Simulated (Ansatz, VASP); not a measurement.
# Sr3Ca5Pb8: VASP beside Ansatz

Contents of INCAR:

```
PREC = Accurate
ENCUT = 520
EDIFF = 1E-6
ISMEAR = 1
SIGMA = 0.1
LREAL = Auto
LASPH = T
NELM = 100
ALGO = Normal
ISIF = 2
LWAVE = F
LCHARG = F
GGA = PS
NBANDS = 110
```

The input KPOINTS:

```
Automatic mesh
0
Gamma
  3 3 2
```

Contents of POSCAR:

```
Sr3Ca5Pb8
1.0
    7.1332720000      0.0000000000      0.0000000000
    0.0000000000      7.1332720000      0.0000000000
    0.0000000000      0.0000000000      9.2550240000
Pb Ca Sr
8 5 3
Direct
    0.2500000000      0.2500000000      0.2500000000
    0.2500000000      0.2500000000      0.7500000000
    0.2500000000      0.7500000000      0.2500000000
    0.2500000000      0.7500000000      0.7500000000
    0.7500000000      0.2500000000      0.2500000000
    0.7500000000      0.2500000000      0.7500000000
    0.7500000000      0.7500000000      0.2500000000
    0.7500000000      0.7500000000      0.7500000000
    0.0000000000      0.0000000000      0.0000000000
    0.0000000000      0.5000000000      0.5000000000
    0.5000000000      0.0000000000      0.0000000000
    0.5000000000      0.0000000000      0.5000000000
    0.5000000000      0.5000000000      0.5000000000
    0.0000000000      0.0000000000      0.5000000000
    0.0000000000      0.5000000000      0.0000000000
    0.5000000000      0.5000000000      0.0000000000
```

Input for Ansatz:

```yaml
crystal:
  lattice:
    - [7.133272, 0.0, 0.0]
    - [0.0, 7.133272, 0.0]
    - [0.0, 0.0, 9.255024]
  atoms:
    - { symbol: Pb, position: [0.25, 0.25, 0.25] }
    - { symbol: Pb, position: [0.25, 0.25, 0.75] }
    - { symbol: Pb, position: [0.25, 0.75, 0.25] }
    - { symbol: Pb, position: [0.25, 0.75, 0.75] }
    - { symbol: Pb, position: [0.75, 0.25, 0.25] }
    - { symbol: Pb, position: [0.75, 0.25, 0.75] }
    - { symbol: Pb, position: [0.75, 0.75, 0.25] }
    - { symbol: Pb, position: [0.75, 0.75, 0.75] }
    - { symbol: Ca, position: [0.0, 0.0, 0.0] }
    - { symbol: Sr, position: [0.0, 0.0, 0.5] }
    - { symbol: Sr, position: [0.0, 0.5, 0.0] }
    - { symbol: Ca, position: [0.0, 0.5, 0.5] }
    - { symbol: Ca, position: [0.5, 0.0, 0.0] }
    - { symbol: Ca, position: [0.5, 0.0, 0.5] }
    - { symbol: Sr, position: [0.5, 0.5, 0.0] }
    - { symbol: Ca, position: [0.5, 0.5, 0.5] }
basis:
  ecutwfc: 510.0
kpoints:
  mp_grid:
    grid: [3, 3, 2]
hamiltonian:
  xc: pbesol
scf:
  occupations:
    method: cold
    width: 0.1
output:
  forces: true
  stress: true
```

Alike in both runs: task single point; functional PBEsol; k mesh 3 × 3 × 2; no spin polarisation.

|  | VASP | Ansatz |
| --- | --- | --- |
| version | VASP 6.6.1 | Ansatz 0.2.0 |
| potentials or method | VASP PAW PBE potentials, release 64 (Pb_d, Ca_sv, Sr_sv), cutoff 520 eV | plane waves, PAW |
| occupations | methfessel-paxton of order 1, width 0.1 eV | cold, width 0.1 eV |
| valence electrons in the cell | 192 | 192 |

VASP gave:

| Item | Value |
| --- | --- |
| pressure (GPa) | 1.2 |
| rms of the force components (eV/Å) | 0.072 |

Task: Which values does Ansatz return?

Result: Pressure (GPa): 1.1; rms of the force components (eV/Å): 0.072.

VASP's potentials were made for PBE, not for PBEsol.

Spin-orbit coupling is off throughout.
